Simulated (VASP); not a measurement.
# Sn3Te (Pm-3m) in VASP: notebook

Runs on Sn3Te. Level: PBEsol. Tasks: single point, relaxation of cell and atoms.

Program: VASP 6.6.1. These are calculated values, not measurements. Logs are shortened: lines on timing, memory, paths and dates and some standing lists are left out, and cuts for length are marked.

### 1 The cell of the first run

Symmetry: Pm-3m, No. 221, cubic system. Conventional cell: a = 4.560 Å, b = 4.560 Å, c = 4.560 Å, α = 90.00°, β = 90.00°, γ = 90.00°. Within 4.2 Å of Te (site symmetry m-3m) lie 12 Sn at 3.22 Å. Within 4.2 Å of Sn (site symmetry 4/mmm) lie 4 Te at 3.22 Å and 8 Sn at 3.22 Å.

### 2 Single point, PBEsol

Input file INCAR:

```
SYSTEM = Sn3Te
PREC = Accurate
ENCUT = 520
EDIFF = 1E-6
ISMEAR = -1
SIGMA = 0.05
LREAL = .False.
LASPH = .True.
NELM = 80
ALGO = Normal
ISIF = 2
LWAVE = .False.
LCHARG = .False.
GGA = PS
NBANDS = 32
```

Input file KPOINTS:

```
Automatic mesh
0
Gamma
  6 6 6
  0 0 0
```

Input file POSCAR:

```
Sn3Te
1.0
    4.5602051553      0.0000000000      0.0000000000
    0.0000000000      4.5602051553      0.0000000000
    0.0000000000      0.0000000000      4.5602051553
Te Sn
1 3
Direct
    0.0000000000      0.0000000000      0.0000000000
    0.0000000000      0.5000000000      0.5000000000
    0.5000000000      0.0000000000      0.5000000000
    0.5000000000      0.5000000000      0.0000000000
```

Potentials or basis: VASP PAW PBE potentials, release 64 (Te, Sn_d).

Started as:

```bash
$ cat potpaw_PBE.64/Te/POTCAR potpaw_PBE.64/Sn_d/POTCAR > POTCAR
$ mpirun -np 1 vasp_std > vasp.out
```

OUTCAR:

```text
SYSTEM = Sn3Te
   PREC = Accurate
   ENCUT = 520
   EDIFF = 1E-6
   ISMEAR = -1
   LREAL = .False.
   LASPH = .True.
   NELM = 80
   ISIF = 2
   GGA = PS

 ion  position               nearest neighbor table
   1  0.000  0.000  0.000-   2 3.22   3 3.22   4 3.22   2 3.22   3 3.22   2 3.22   4 3.22   2 3.22
                             3 3.22   4 3.22   3 3.22   4 3.22
   2  0.000  0.500  0.500-   1 3.22   3 3.22   4 3.22   1 3.22   4 3.22   1 3.22   3 3.22   1 3.22
                             3 3.22   4 3.22   4 3.22   3 3.22
   3  0.500  0.000  0.500-   1 3.22   2 3.22   4 3.22   1 3.22   4 3.22   2 3.22   4 3.22   4 3.22
                             1 3.22   2 3.22   1 3.22   2 3.22
   4  0.500  0.500  0.000-   1 3.22   2 3.22   3 3.22   2 3.22   3 3.22   1 3.22   3 3.22   3 3.22
                             1 3.22   2 3.22   2 3.22   1 3.22

  LATTYP: Found a simple cubic cell.
 ALAT       =     4.5602051553

  Lattice vectors:

 A1 = (   4.5602051553,   0.0000000000,   0.0000000000)
 A2 = (   0.0000000000,   4.5602051553,   0.0000000000)
 A3 = (   0.0000000000,   0.0000000000,   4.5602051553)

Analysis of symmetry for initial positions (statically):
=====================================================================
 Subroutine PRICEL returns:
 Original cell was already a primitive cell.

 Routine SETGRP: Setting up the symmetry group for a
 simple cubic supercell.

 Subroutine GETGRP returns: Found 48 space group operations
 (whereof 48 operations were pure point group operations)
 out of a pool of 48 trial point group operations.

The static configuration has the point symmetry O_h .

Analysis of symmetry for dynamics (positions and initial velocities):
=====================================================================
 Subroutine PRICEL returns:
 Original cell was already a primitive cell.

 Routine SETGRP: Setting up the symmetry group for a
 simple cubic supercell.

 Subroutine GETGRP returns: Found 48 space group operations
 (whereof 48 operations were pure point group operations)
 out of a pool of 48 trial point group operations.

The dynamic configuration has the point symmetry O_h .

 Subroutine INISYM returns: Found 48 space group operations
 (whereof 48 operations are pure point group operations),
 and found     1 'primitive' translations

----------------------------------------------------------------------------------------

                                     Primitive cell

  volume of cell :      94.8316

  direct lattice vectors                    reciprocal lattice vectors
     4.560205155  0.000000000  0.000000000     0.219288380  0.000000000  0.000000000
     0.000000000  4.560205155  0.000000000     0.000000000  0.219288380  0.000000000
     0.000000000  0.000000000  4.560205155     0.000000000  0.000000000  0.219288380

  length of vectors
     4.560205155  4.560205155  4.560205155     0.219288380  0.219288380  0.219288380

  position of ions in fractional coordinates (direct lattice)
     0.000000000  0.000000000  0.000000000
     0.000000000  0.500000000  0.500000000
     0.500000000  0.000000000  0.500000000
     0.500000000  0.500000000  0.000000000

  ion indices of the primitive-cell ions
   primitive index   ion index
                 1           1
                 2           2
                 3           3
                 4           4

----------------------------------------------------------------------------------------

 KPOINTS: Automatic mesh

Automatic generation of k-mesh.
 Grid dimensions read from file:
 generate k-points for:    6    6    6

 Generating k-lattice:

  Cartesian coordinates                     Fractional coordinates (reciprocal lattice)
     0.036548063  0.000000000  0.000000000     0.166666667  0.000000000  0.000000000
     0.000000000  0.036548063  0.000000000     0.000000000  0.166666667  0.000000000
     0.000000000  0.000000000  0.036548063     0.000000000  0.000000000  0.166666667

  Length of vectors
     0.036548063  0.036548063  0.036548063

  Shift w.r.t. Gamma in fractional coordinates (k-lattice)
     0.000000000  0.000000000  0.000000000

 Subroutine IBZKPT returns following result:
 ===========================================

 Found     20 irreducible k-points:

 Following reciprocal coordinates:
            Coordinates               Weight
  0.000000  0.000000  0.000000      1.000000
  0.166667  0.000000  0.000000      6.000000
  0.333333  0.000000  0.000000      6.000000
  0.500000  0.000000  0.000000      3.000000
  0.166667  0.166667  0.000000     12.000000
  0.333333  0.166667  0.000000     24.000000
[... 12 lines left out ...]
  0.500000  0.500000  0.333333      6.000000
  0.500000  0.500000  0.500000      1.000000
   k-points           NKPTS =     20   k-points in BZ     NKDIM =     20   number of bands    NBANDS=     32
   number of dos      NEDOS =    301   number of ions     NIONS =      4
   total plane-waves  NPLWV =  46656
   dimension x,y,z NGX =    36 NGY =   36 NGZ =   36
   dimension x,y,z NGXF=    72 NGYF=   72 NGZF=   72
   ions per type =               1   3
   NGX,Y,Z   is equivalent  to a cutoff of  13.12, 13.12, 13.12 a.u.
   NGXF,Y,Z  is equivalent  to a cutoff of  26.25, 26.25, 26.25 a.u.
 SYSTEM =  Sn3Te
   PREC   = accura    normal or accurate (medium, high low for compatibility)
   ISTART =      0    job   : 0-new  1-cont  2-samecut
   ICHARG =      2    charge: 1-file 2-atom 10-const
   ISPIN  =      1    spin polarized calculation?
   LNONCOLLINEAR =      F non collinear calculations
   LSORBIT =      F    spin-orbit coupling
   LASPH  =      T    aspherical Exc in radial PAW
   ENCUT  =  520.0 eV  38.22 Ry    6.18 a.u.   8.48  8.48  8.48*2*pi/ulx,y,z
   NELM   =     80;   NELMIN=  2; NELMDL= -5     # of ELM steps
   EDIFF  = 0.1E-05   stopping-criterion for ELM
   LREAL  =      F    real-space projection
   EDIFFG = 0.1E-04   stopping-criterion for IOM
   NSW    =      0    number of steps for IOM
   IBRION =     -1    ionic relax: 0-MD 1-quasi-New 2-CG
   NFREE  =      0    steps in history (QN), initial steepest desc. (CG)
   ISIF   =      2    stress and relaxation
   ISYM   =      2    0-nonsym 1-usesym 2-fastsym
   POTIM  = 0.5000    time-step for ionic-motion
   TEBEG  =    0.0;   TEEND  =   0.0 temperature during run
   PSTRESS=    0.0 pullay stress
   NELECT =      48.0000    total number of electrons
   NUPDOWN=      -1.0000    fix difference up-down
   EMIN   =  10.00;   EMAX   =-10.00  energy-range for DOS
   EFERMI =   0.00;   METHOD = LEGACY
   ISMEAR =    -1;   SIGMA  =   0.05  broadening in eV -4-tet -1-fermi 0-gaus
   EFERMI_NEDOS =   21; number of points for ismear=-14 and -15
   IALGO  =     38    algorithm
   IMIX   =      4    mixing-type and parameters
     AMIX     =   0.40;   BMIX     =  1.00
     AMIX_MAG =   1.60;   BMIX_MAG =  1.00
  volume/ion in A,a.u.               =      23.71       159.99
  Fermi-wavevector in a.u.,A,eV,Ry     =   1.304681  2.465489 23.159720  1.702191
  Thomas-Fermi vector in A             =   2.435600
   LORBIT       =      0    0 simple, 1 ext, 2 COOP (PROOUT), +10 PAW based schemes
   GGA     = PS    functional components
   LHFCALC =     F    Hartree Fock is set to
   AEXX    =    0.0000 exact exchange contribution
   IVDW    =     0    specifies the selected vdW correction
   LEPSILON=     F    determine dielectric tensor
   LRPA    =     F    only Hartree local field effects (RPA)
 non-spin polarized calculation
  energy-cutoff  :      520.00
  volume of cell :       94.83
 maximum number of plane-waves:      2572
 NGX is ok and might be reduce to    36
   NGX = 17   NGY = 17   NGZ = 17

 number of electron      48.0000046 magnetization

 Free energy of the ion-electron system (eV)
  ---------------------------------------------------
  ext. energy  EPLUGINS =         0.00000000
  ---------------------------------------------------
  free energy    TOTEN  =       -15.72743637 eV

  energy without entropy =      -15.69828924  energy(sigma->0) =      -15.71286281

 E-fermi :   9.9793     XC(G=0): -11.1185

 val. band max:        9.9563678379   @ k =   0.1667   0.0000   0.0000
 cond. band min:      10.0142571895   @ k =   0.3333   0.3333   0.0000
 fundamental gap:      0.0578893516
 Fermi energy:         9.9793373392

 k-point     1 :       0.0000    0.0000    0.0000
  band No.  band energies     occupation
      1     -11.6654      2.00000
      2     -11.6654      2.00000
      3     -11.6654      2.00000
      4     -11.6254      2.00000
      5     -11.5866      2.00000
      6     -11.5866      2.00000
[... 24 lines left out ...]
     31      15.2669      0.00000
     32      15.3101      0.00000

 k-point     2 :       0.1667    0.0000    0.0000
  band No.  band energies     occupation
      1     -11.6615      2.00000
      2     -11.6448      2.00000
      3     -11.6448      2.00000
      4     -11.6106      2.00000
      5     -11.5847      2.00000
      6     -11.5740      2.00000
[... 24 lines left out ...]
     31      16.1279      0.00000
     32      16.6461      0.00000

 k-point     3 :       0.3333    0.0000    0.0000
  band No.  band energies     occupation
      1     -11.6531      2.00000
      2     -11.5897      2.00000
      3     -11.5897      2.00000
      4     -11.5851      2.00000
      5     -11.5684      2.00000
      6     -11.5420      2.00000
[... 24 lines left out ...]
     31      15.2496      0.00000
     32      15.8504      0.00000

 k-point     4 :       0.5000    0.0000    0.0000
  band No.  band energies     occupation
      1     -11.6484      2.00000
      2     -11.5821      2.00000
      3     -11.5433      2.00000
      4     -11.5433      2.00000
      5     -11.5397      2.00000
      6     -11.5176      2.00000
[... 514 lines left out ...]
     31      15.6856      0.00000
     32      18.0983      0.00000

 k-point    19 :       0.5000    0.5000    0.3333
  band No.  band energies     occupation
      1     -11.6229      2.00000
      2     -11.5863      2.00000
      3     -11.5863      2.00000
      4     -11.5737      2.00000
      5     -11.5661      2.00000
      6     -11.5629      2.00000
[... 24 lines left out ...]
     31      16.4722      0.00000
     32      18.3544      0.00000

 k-point    20 :       0.5000    0.5000    0.5000
  band No.  band energies     occupation
      1     -11.6348      2.00000
      2     -11.5880      2.00000
      3     -11.5880      2.00000
      4     -11.5880      2.00000
      5     -11.5743      2.00000
      6     -11.5743      2.00000
[... 24 lines left out ...]
     31      16.6004      0.00000
     32      19.2123      0.00000

------------------------ aborting loop because EDIFF is reached ----------------------------------------

  FORCE on cell =-STRESS in cart. coord.  units (eV):
  Direction    XX          YY          ZZ          XY          YZ          ZX
  --------------------------------------------------------------------------------------
  -------------------------------------------------------------------------------------
  Total        5.9079143      5.9079143      5.9079143      0.0000000      0.0000000     -0.0000000
  in kB       99.8140380     99.8140380     99.8140380      0.0000000      0.0000000     -0.0000000
  external PRESSURE =      99.8140380 kB  Pullay stress =       0.0000000 kB

 VOLUME and BASIS-vectors are now :
 -----------------------------------------------------------------------------
  energy-cutoff  :      520.00
  volume of cell :       94.83
      direct lattice vectors                 reciprocal lattice vectors
     4.560205155  0.000000000  0.000000000     0.219288380  0.000000000  0.000000000
     0.000000000  4.560205155  0.000000000     0.000000000  0.219288380  0.000000000
     0.000000000  0.000000000  4.560205155     0.000000000  0.000000000  0.219288380

 POSITION                                       TOTAL-FORCE (eV/Angst)
 -----------------------------------------------------------------------------------
      0.00000      0.00000      0.00000         0.000000      0.000000      0.000000
      0.00000      2.28010      2.28010         0.000000      0.000000      0.000000
      2.28010      0.00000      2.28010         0.000000      0.000000      0.000000
      2.28010      2.28010      0.00000         0.000000      0.000000      0.000000
 -----------------------------------------------------------------------------------
    total drift:                                0.000000      0.000000      0.000000

  FREE ENERGIE OF THE ION-ELECTRON SYSTEM (eV)
  ---------------------------------------------------
  free  energy   TOTEN  =       -15.7274363703 eV

  energy  without entropy=      -15.6982892434  energy(sigma->0) =      -15.71286281
```

Run time: 23 s. Hardware: 1 thread of Intel Xeon 6975P-C (Granite Rapids), shared host; peak memory 0.22 GiB.

Results:

| Property | Result |
| --- | --- |
| Free energy | -15.7274 eV |
| Pressure | 10.0 GPa |
| Band gap on the k mesh | zero (bands 24 and 25 overlap by 4.56 eV) |

Caveat: the cell stands under pressure; the PAW data sets were made with another functional, which shifts forces and pressure a little; spin-orbit coupling is left out, which moves the levels of the heavy elements.

### 3 Single point, PBEsol

This run uses another cell than the first one, of 25.17 Å³/atom.

Input file INCAR:

```
SYSTEM = Sn3Te
ALGO = Fast ; EDIFF = 1E-6
ENCUT = 520 ; GGA = PS
ISIF = 2 ; ISMEAR = -1
LASPH = .True. ; LCHARG = .False.
LREAL = .False. ; LWAVE = .False.
NBANDS = 32 ; NELM = 100
PREC = Accurate ; SIGMA = 0.05
```

Input file KPOINTS:

```
k-points
0
Gamma
  6 6 6
  0 0 0
```

Input file POSCAR:

```
Sn3Te
1.0
    4.6519533422      0.0000000000      0.0000000000
    0.0000000000      4.6519533422      0.0000000000
    0.0000000000      0.0000000000      4.6519533422
Te Sn
1 3
Direct
    0.0000000000      0.0000000000      0.0000000000
    0.0000000000      0.5000000000      0.5000000000
    0.5000000000      0.0000000000      0.5000000000
    0.5000000000      0.5000000000      0.0000000000
```

Potentials or basis: VASP PAW PBE potentials, release 64 (Te, Sn_d).

Started as:

```bash
$ cat potpaw_PBE.64/Te/POTCAR potpaw_PBE.64/Sn_d/POTCAR > POTCAR
$ mpirun -np 1 vasp_std > vasp.out
```

It took 28 s on 1 thread of Intel Xeon 6975P-C (Granite Rapids), shared host; peak memory 0.22 GiB.

The run converged. Its results:

```yaml
Free_energy: -15.9972 eV
Pressure: 4.9 GPa
Band_gap_on_the_k_mesh: zero (bands 24 and 25 overlap by 4.11 eV)
```

Levels at points of the mesh, in eV from the Fermi level:
```csv
k point,band 20,band 21,band 22,band 23,band 24,band 25,band 26,band 27,band 28,band 29
"(0.00, 0.00, 0.00)",-4.84,-4.84,-4.84,0.48,0.48,0.48,2.06,2.06,2.06,4.77
"(0.50, 0.00, 0.00)",-3.54,-3.54,-2.10,-2.10,-1.70,-0.67,2.47,2.71,2.71,2.81
"(0.50, 0.50, 0.00)",-2.55,-2.08,-1.84,-1.84,-0.60,-0.28,-0.28,0.00,4.02,4.02
"(0.50, 0.50, 0.50)",-5.99,-5.99,-5.99,-5.04,3.45,3.45,3.45,6.13,6.13,6.13
```

Caveat: the cell stands under pressure; the PAW data sets were made with another functional, which shifts forces and pressure a little; spin-orbit coupling is left out, which moves the levels of the heavy elements.

(Part 1 of 3 ends here.)
